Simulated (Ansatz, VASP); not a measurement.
# MnO2 in VASP and in Ansatz

```
CELL_PARAMETERS angstrom
2.81797 0.00000 0.00000
-1.40899 2.44043 0.00000
0.00000 0.00000 4.53919
ATOMIC_POSITIONS crystal
Mn 0.00000 0.00000 0.50000
O 0.33333 0.66667 0.70629
O 0.66667 0.33333 0.29371
```

Alike in both runs: task single point; functional r2SCAN; k mesh 11 × 11 × 6; occupations fermi-dirac, width 0.05 eV; collinear spin.

|  | VASP | Ansatz |
| --- | --- | --- |
| version | VASP 6.6.1 | Ansatz 0.2.0 |
| potentials or method | VASP PAW PBE potentials, release 64 (Mn_pv, O) | Ansatz PAW |
| plane-wave cutoff (eV) | 520 | 500 |
| valence electrons in the cell | 25 | 27 |

```csv
,VASP,Ansatz,Ansatz less VASP
gap on the k mesh at the Fermi level (eV),1.74,1.77,+0.034
least direct gap on the mesh (eV),1.81,1.85,+0.035
pressure (GPa),9.6,8.5,-1.17
"traceless stress, the component that is largest in VASP (GPa)",-2.75,-2.23,+0.521
rms of the force components (eV/Å),0.308,0.262,-0.0467
net moment per atom (μB),1.00,1.00,0.000
size of the moment on the site where the two differ most (μB),2.89,2.53,-0.354
```

VASP's potentials were made for PBE, not for r2SCAN. Site moments also hang on the region over which each program counts them. Atom by atom the forces differ by 0.047 eV/Å (rms over components). VASP's potentials hold 25 valence electrons a cell and Ansatz's 27, so a difference there can come from the potentials and not from the codes.

Noted on Ansatz's run: the magnetic or orbital state may not be the lowest; odd divisions of the mesh miss points on the zone boundary, where band edges often lie, so the gap on the mesh can be too wide.
